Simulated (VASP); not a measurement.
Write the native input for VASP 6.6.1 that does the following.

```yaml
Task: single point
Functional: RPBE
Potentials_or_basis: VASP PAW PBE potentials, release 64 (Lu)
Cutoff: 600 eV
k_mesh: 12 × 12 × 4
Occupations: fermi-dirac, width 0.1 eV
Spin: no spin polarisation
Dipole_correction: no
Further_INCAR_settings: ALGO = Normal; EDIFF = 1e-06; NBANDS = 58
```

The structure of Lu lies in POSCAR:

```
Lu
1.0
    3.5781926039      0.0000000000      0.0000000000
   -1.7890963020      3.0988056946      0.0000000000
    0.0000000000      0.0000000000     11.4658035976
Lu
4
Direct
    0.0000000000      0.0000000000      0.0000000000
    0.0000000000      0.0000000000      0.5000000000
    0.3333333333      0.6666666667      0.2500000000
    0.6666666667      0.3333333333      0.7500000000
```

One way to write it, as run:

INCAR

```
SYSTEM = Lu
PREC = Accurate
ENCUT = 600
EDIFF = 1E-6
ISMEAR = -1
SIGMA = 0.1
LREAL = .False.
LASPH = .True.
NELM = 120
ALGO = Normal
ISIF = 2
LWAVE = .False.
LCHARG = .True.
GGA = RP
LELF = .True.
LVHAR = .True.
NBANDS = 58
GGA_COMPAT = .False.
```

KPOINTS

```
regular mesh
0
Gamma
  12 12 4
  0 0 0
```

Potentials or basis: VASP PAW PBE potentials, release 64 (Lu).

Run with:

```console
$ cat potpaw_PBE.64/Lu/POTCAR > POTCAR
$ mpirun -np 1 vasp_std > vasp.out
```

Results of the run:

The pressure is -1.4 GPa and the band gap on the k mesh is zero (bands 50 and 51 overlap by 1.46 eV).

Caveat: the PAW data sets were made with another functional, which shifts forces and pressure a little; spin-orbit coupling is left out, which moves the levels of the heavy elements.

Wall time 14 min on 1 thread of Intel(R) Xeon(R) Platinum 8375C CPU @ 2.90GHz (Ice Lake), on a shared host, peak memory 0.52 GiB.
